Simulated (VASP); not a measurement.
# Ge (Fd-3m) in VASP: further runs

The runs below take Ge through relaxation of cell and atoms, with PBE.

All numbers are computed with VASP 6.6.1; they aren't measurements. Logs are shortened: lines on timing, memory, paths and dates and some standing lists are left out, and cuts for length are marked.

## (1) The cell of the first run

Symmetry: Fd-3m, No. 227, cubic system. The conventional cell has a = 4.960 Å, b = 4.960 Å, c = 4.960 Å, α = 90.00°, β = 90.00°, γ = 90.00°. Within 2.8 Å of Ge (site symmetry -43m) lie 4 Ge at 2.15 Å.

## (2) Relaxation of cell and atoms, PBE, target pressure 48 GPa, at which the enthalpy is minimised

INCAR

```
SYSTEM = Ge
ALGO     = Normal         ! electronic algorithm
EDIFF    = 1E-6           ! SCF threshold, eV
EDIFFG   = -0.005         ! ionic threshold
ENCUT    = 600            ! plane-wave cutoff, eV
GGA      = PE             ! functional
IBRION   = 2              ! ionic algorithm
ISIF     = 3              ! what is computed and relaxed
ISMEAR   = -1             ! smearing method
LASPH    = .TRUE.         ! aspherical terms in the spheres
LCHARG   = .FALSE.        ! write CHGCAR
LREAL    = .FALSE.        ! projectors in reciprocal space
LWAVE    = .FALSE.        ! write WAVECAR
NELM     = 100            ! most SCF steps
NSW      = 60             ! ionic steps
PREC     = Accurate       ! precision mode
PSTRESS  = 480.0        
SIGMA    = 0.08           ! smearing width, eV
```

KPOINTS

```
k-points
0
G
  13 13 13
  0 0 0
```

POSCAR

```
Ge
1.0
    0.0000000000      2.4799858359      2.4799858359
    2.4799858359      0.0000000000      2.4799858359
    2.4799858359      2.4799858359      0.0000000000
Ge
2
Direct
   -0.1250000000     -0.1250000000     -0.1250000000
    0.1250000000      0.1250000000      0.1250000000
```

Potentials or basis: VASP PAW PBE potentials, release 64 (Ge_d).

The run is started by

```
cat potpaw_PBE.64/Ge_d/POTCAR > POTCAR
mpirun -np 1 vasp_std > vasp.out
```

OUTCAR:

```text
SYSTEM = Ge
   EDIFF = 1E-6
   EDIFFG = -0.005
   ENCUT = 600
   GGA = PE
   IBRION = 2
   ISIF = 3
   ISMEAR = -1
   LASPH = .TRUE.
   LREAL = .FALSE.
   NELM = 100
   NSW = 60
   PREC = Accurate
   PSTRESS = 480.0

 ion  position               nearest neighbor table
   1  0.875  0.875  0.875-   2 2.15   2 2.15   2 2.15   2 2.15
   2  0.125  0.125  0.125-   1 2.15   1 2.15   1 2.15   1 2.15

  LATTYP: Found a face centered cubic cell.
 ALAT       =     4.9599716718

  Lattice vectors:

 A1 = (   0.0000000000,   2.4799858359,   2.4799858359)
 A2 = (   2.4799858359,   0.0000000000,   2.4799858359)
 A3 = (   2.4799858359,   2.4799858359,   0.0000000000)

Analysis of symmetry for initial positions (statically):
=====================================================================
 Subroutine PRICEL returns:
 Original cell was already a primitive cell.

 Routine SETGRP: Setting up the symmetry group for a
 face centered cubic supercell.

 Subroutine GETGRP returns: Found 48 space group operations
 (whereof 12 operations were pure point group operations)
 out of a pool of 48 trial point group operations.

The static configuration has the point symmetry D_3d.
 The point group associated with its full space group is O_h .

Analysis of symmetry for dynamics (positions and initial velocities):
=====================================================================
 Subroutine PRICEL returns:
 Original cell was already a primitive cell.

 Routine SETGRP: Setting up the symmetry group for a
 face centered cubic supercell.

 Subroutine GETGRP returns: Found 48 space group operations
 (whereof 12 operations were pure point group operations)
 out of a pool of 48 trial point group operations.

The dynamic configuration has the point symmetry D_3d.
 The point group associated with its full space group is O_h .

 Subroutine INISYM returns: Found 48 space group operations
 (whereof 12 operations are pure point group operations),
 and found     1 'primitive' translations

----------------------------------------------------------------------------------------

                                     Primitive cell

  volume of cell :      30.5055

  direct lattice vectors                    reciprocal lattice vectors
     0.000000000  2.479985836  2.479985836    -0.201614055  0.201614055  0.201614055
     2.479985836  0.000000000  2.479985836     0.201614055 -0.201614055  0.201614055
     2.479985836  2.479985836  0.000000000     0.201614055  0.201614055 -0.201614055

  length of vectors
     3.507229604  3.507229604  3.507229604     0.349205786  0.349205786  0.349205786

  position of ions in fractional coordinates (direct lattice)
     0.875000000  0.875000000  0.875000000
     0.125000000  0.125000000  0.125000000

  ion indices of the primitive-cell ions
   primitive index   ion index
                 1           1
                 2           2

----------------------------------------------------------------------------------------

 KPOINTS: k-points

Automatic generation of k-mesh.
 Grid dimensions read from file:
 generate k-points for:   13   13   13

 Generating k-lattice:

  Cartesian coordinates                     Fractional coordinates (reciprocal lattice)
    -0.015508773  0.015508773  0.015508773     0.076923077  0.000000000  0.000000000
     0.015508773 -0.015508773  0.015508773     0.000000000  0.076923077  0.000000000
     0.015508773  0.015508773 -0.015508773     0.000000000  0.000000000  0.076923077

  Length of vectors
     0.026861984  0.026861984  0.026861984

  Shift w.r.t. Gamma in fractional coordinates (k-lattice)
     0.000000000  0.000000000  0.000000000

 Subroutine IBZKPT returns following result:
 ===========================================

 Found     84 irreducible k-points:

 Following reciprocal coordinates:
            Coordinates               Weight
  0.000000  0.000000  0.000000      1.000000
  0.076923  0.000000  0.000000      8.000000
  0.153846  0.000000  0.000000      8.000000
  0.230769  0.000000  0.000000      8.000000
  0.307692  0.000000  0.000000      8.000000
  0.384615  0.000000  0.000000      8.000000
[... 16 lines left out ...]
  0.384615  0.153846  0.000000     24.000000
  0.461538  0.153846  0.000000     24.000000
 [... further k-points ...]
   k-points           NKPTS =     84   k-points in BZ     NKDIM =     84   number of bands    NBANDS=     18
   number of dos      NEDOS =    301   number of ions     NIONS =      2
   total plane-waves  NPLWV =  21952
   dimension x,y,z NGX =    28 NGY =   28 NGZ =   28
   dimension x,y,z NGXF=    56 NGYF=   56 NGZF=   56
   ions per type =               2
   NGX,Y,Z   is equivalent  to a cutoff of  13.27, 13.27, 13.27 a.u.
   NGXF,Y,Z  is equivalent  to a cutoff of  26.54, 26.54, 26.54 a.u.
 SYSTEM =  Ge
   PREC   = accura    normal or accurate (medium, high low for compatibility)
   ISTART =      0    job   : 0-new  1-cont  2-samecut
   ICHARG =      2    charge: 1-file 2-atom 10-const
   ISPIN  =      1    spin polarized calculation?
   LNONCOLLINEAR =      F non collinear calculations
   LSORBIT =      F    spin-orbit coupling
   LASPH  =      T    aspherical Exc in radial PAW
   ENCUT  =  600.0 eV  44.10 Ry    6.64 a.u.   7.00  7.00  7.00*2*pi/ulx,y,z
   NELM   =    100;   NELMIN=  2; NELMDL= -5     # of ELM steps
   EDIFF  = 0.1E-05   stopping-criterion for ELM
   LREAL  =      F    real-space projection
   EDIFFG = -.5E-02   stopping-criterion for IOM
   NSW    =     60    number of steps for IOM
   IBRION =      2    ionic relax: 0-MD 1-quasi-New 2-CG
   NFREE  =      1    steps in history (QN), initial steepest desc. (CG)
   ISIF   =      3    stress and relaxation
   ISYM   =      2    0-nonsym 1-usesym 2-fastsym
   POTIM  = 0.5000    time-step for ionic-motion
   TEBEG  =    0.0;   TEEND  =   0.0 temperature during run
   PSTRESS=  480.0 pullay stress
   NELECT =      28.0000    total number of electrons
   NUPDOWN=      -1.0000    fix difference up-down
   EMIN   =  10.00;   EMAX   =-10.00  energy-range for DOS
   EFERMI =   0.00;   METHOD = LEGACY
   ISMEAR =    -1;   SIGMA  =   0.08  broadening in eV -4-tet -1-fermi 0-gaus
   EFERMI_NEDOS =   21; number of points for ismear=-14 and -15
   IALGO  =     38    algorithm
   IMIX   =      4    mixing-type and parameters
     AMIX     =   0.40;   BMIX     =  1.00
     AMIX_MAG =   1.60;   BMIX_MAG =  1.00
  volume/ion in A,a.u.               =      15.25       102.93
  Fermi-wavevector in a.u.,A,eV,Ry     =   1.590993  3.006541 34.439872  2.531259
  Thomas-Fermi vector in A             =   2.689602
   LORBIT       =      0    0 simple, 1 ext, 2 COOP (PROOUT), +10 PAW based schemes
   GGA     = PE    functional components
   LHFCALC =     F    Hartree Fock is set to
   AEXX    =    0.0000 exact exchange contribution
   IVDW    =     0    specifies the selected vdW correction
   LEPSILON=     F    determine dielectric tensor
   LRPA    =     F    only Hartree local field effects (RPA)
 conjugate gradient relaxation of ions
 non-spin polarized calculation
  energy-cutoff  :      600.00
  volume of cell :       30.51
 maximum number of plane-waves:      1031
   NGX = 13   NGY = 13   NGZ = 13

--------------------------------------- Ionic step        1  -------------------------------------------

 number of electron      28.0000017 magnetization

 Free energy of the ion-electron system (eV)
  ---------------------------------------------------
  ext. energy  EPLUGINS =         0.00000000
  ---------------------------------------------------
  free energy    TOTEN  =        -6.35076311 eV

  energy without entropy =       -6.34765730  energy(sigma->0) =       -6.34921021

------------------------ aborting loop because EDIFF is reached ----------------------------------------

  FORCE on cell =-STRESS in cart. coord.  units (eV):
  Direction    XX          YY          ZZ          XY          YZ          ZX
  --------------------------------------------------------------------------------------
  -------------------------------------------------------------------------------------
  Total       14.2967292     14.2967292     14.2967292      0.0000000     -0.0000000     -0.0000000
  in kB      750.8785127    750.8785127    750.8785127      0.0000000     -0.0000000     -0.0000000
  external PRESSURE =     270.8785127 kB  Pullay stress =     480.0000000 kB
[... 93 lines left out ...]
  FREE ENERGIE OF THE ION-ELECTRON SYSTEM (eV)
  ---------------------------------------------------
  free  energy   TOTEN  =        -7.5997836898 eV

  energy  without entropy=       -7.5980566482  energy(sigma->0) =       -7.59892017

  enthalpy is  TOTEN    =         2.5497621222 eV   P V=       10.1495458120

[... ionic steps 4 to 26 ...]

--------------------------------------- Ionic step       27  -------------------------------------------

 number of electron      27.9999969 magnetization

------------------------ aborting loop because EDIFF is reached ----------------------------------------

  FORCE on cell =-STRESS in cart. coord.  units (eV):
  Direction    XX          YY          ZZ          XY          YZ          ZX
  --------------------------------------------------------------------------------------
  -------------------------------------------------------------------------------------
  Total       10.0944586     10.0944586     10.0944586     -0.0000000      0.0000000      0.0000000
  in kB      482.1896168    482.1896168    482.1896168     -0.0000000      0.0000000      0.0000000
  external PRESSURE =       2.1896168 kB  Pullay stress =     480.0000000 kB
[... 61 lines left out ...]
  enthalpy is  TOTEN    =         2.5472978929 eV   P V=       10.0490256458

--------------------------------------- Ionic step       29  -------------------------------------------

 number of electron      27.9999969 magnetization

 Free energy of the ion-electron system (eV)
  ---------------------------------------------------
  ext. energy  EPLUGINS =         0.00000000
  ---------------------------------------------------
  free energy    TOTEN  =        -7.50186906 eV

  energy without entropy =       -7.50002663  energy(sigma->0) =       -7.50094785

 E-fermi :   8.4248     XC(G=0): -11.4369

 val. band max:        8.2777587392   @ k =  -0.0769   0.0769   0.0000
 cond. band min:       8.4589023645   @ k =   0.0000   0.0000   0.0000
 fundamental gap:      0.1811436253
 Fermi energy:         8.4248055012

 k-point     1 :       0.0000    0.0000    0.0000
  band No.  band energies     occupation
      1     -17.1080      2.00000
      2     -17.1080      2.00000
      3     -17.1080      2.00000
      4     -17.0428      2.00000
      5     -17.0428      2.00000
      6     -16.6033      2.00000
[... 10 lines left out ...]
     17      11.0411      0.00000
     18      11.5120      0.00000
[... 466 lines left out ...]
      2     -17.1577      2.00000
      3     -17.0554      2.00000
      4     -16.9348      2.00000
      5     -16.9067      2.00000
      6     -16.7436      2.00000
[... 10 lines left out ...]
     17      13.8560      0.00000
     18      15.2648      0.00000

 [... further k-points ...]

------------------------ aborting loop because EDIFF is reached ----------------------------------------

  FORCE on cell =-STRESS in cart. coord.  units (eV):
  Direction    XX          YY          ZZ          XY          YZ          ZX
  --------------------------------------------------------------------------------------
  -------------------------------------------------------------------------------------
  Total       10.0509430     10.0509430     10.0509430      0.0000000     -0.0000000     -0.0000000
  in kB      480.0848384    480.0848384    480.0848384      0.0000000     -0.0000000     -0.0000000
  external PRESSURE =       0.0848384 kB  Pullay stress =     480.0000000 kB
[... 17 lines left out ...]
  FREE ENERGIE OF THE ION-ELECTRON SYSTEM (eV)
  ---------------------------------------------------
  free  energy   TOTEN  =        -7.5018690647 eV

  energy  without entropy=       -7.5000266273  energy(sigma->0) =       -7.50094785

  enthalpy is  TOTEN    =         2.5472978142 eV   P V=       10.0491668790

 reached required accuracy - stopping structural energy minimisation
```

Wall time 10 min (1 thread of AMD EPYC 7R43 (Zen 3), shared host); peak memory 0.15 GiB.

Results:

```yaml
Free_energy: -7.5019 eV
Relaxed_volume: 16.77 Å³/atom
Relaxed_cell: a = 3.620 Å, b = 3.620 Å, c = 3.620 Å, α = 60.00°, β = 60.00°, γ = 60.00°
Space_group_after_relaxing_to_0.1_Å: Fd-3m (No. 227)
Energy_change_on_relaxing_the_run_minimises_the_enthalpy: -575.6 meV/atom
Ionic_steps: 29
Pressure_after_relaxing: 48.0 GPa
```

The path:
| step | energy change (eV) | largest force (eV/Å) | pressure (GPa) | volume (Å³) |
| --- | --- | --- | --- | --- |
| 1 | 0.0000 | 0.0000 | 75.09 | 30.51 |
| 2 | -2.5894 | 0.0000 | 7.01 | 43.37 |
| 3 | -1.2490 | 0.0000 | 45.82 | 33.88 |
| 4 | -1.1657 | 0.0000 | 47.60 | 33.59 |
| 5 | -1.1467 | 0.0000 | 48.15 | 33.53 |
| 6 | -1.1468 | 0.0000 | 48.14 | 33.53 |
| 7 | -1.1471 | 0.0000 | 48.16 | 33.53 |
| 8 | -1.1471 | 0.0000 | 48.11 | 33.53 |
| 9 | -1.1471 | 0.0000 | 48.12 | 33.53 |
| 10 | -1.1471 | 0.0000 | 48.13 | 33.53 |
| 11 | -1.1471 | 0.0000 | 48.13 | 33.53 |
| 12 | -1.1471 | 0.0000 | 48.13 | 33.53 |
| 13 | -1.1472 | 0.0000 | 48.13 | 33.53 |
| 14 | -1.1472 | 0.0000 | 48.13 | 33.53 |
| 15 | -1.1474 | 0.0000 | 48.13 | 33.53 |
| 16 | -1.1477 | 0.0000 | 48.13 | 33.53 |
| 17 | -1.1482 | 0.0000 | 48.14 | 33.53 |
| 18 | -1.1493 | 0.0000 | 47.85 | 33.54 |
| 19 | -1.1487 | 0.0000 | 48.21 | 33.53 |
| 20 | -1.1491 | 0.0000 | 48.14 | 33.54 |
| 21 | -1.1492 | 0.0000 | 48.06 | 33.54 |
| 22 | -1.1492 | 0.0000 | 48.07 | 33.54 |
| 23 | -1.1493 | 0.0000 | 48.08 | 33.54 |
| 24 | -1.1496 | 0.0000 | 48.09 | 33.54 |
| 25 | -1.1502 | 0.0000 | 48.10 | 33.54 |
| 26 | -1.1514 | 0.0000 | 47.79 | 33.54 |
| 27 | -1.1506 | 0.0000 | 48.22 | 33.54 |
| 28 | -1.1510 | 0.0000 | 48.12 | 33.54 |
| 29 | -1.1511 | 0.0000 | 48.01 | 33.54 |

Final structure:
```
Ge
1.0
     0.00000    2.55970    2.55970
     2.55970    0.00000    2.55970
     2.55970    2.55970    0.00000
Ge
2
Cartesian
  4.4795 4.4795 4.4795
  0.6399 0.6399 0.6399
```

Levels at points of the mesh, in eV from the Fermi level:
| k point | band 10 | band 11 | band 12 | band 13 | band 14 | band 15 | band 16 | band 17 | band 18 |
| --- | --- | --- | --- | --- | --- | --- | --- | --- | --- |
| (0.00, 0.00, 0.00) | -24.96 | -15.46 | 0.03 | 0.03 | 0.03 | 2.62 | 2.62 | 2.62 | 3.09 |

Caveat: the cell is relaxed towards a set pressure, so the run minimises the enthalpy, not the energy.

(Part 1 of 2 ends here.)
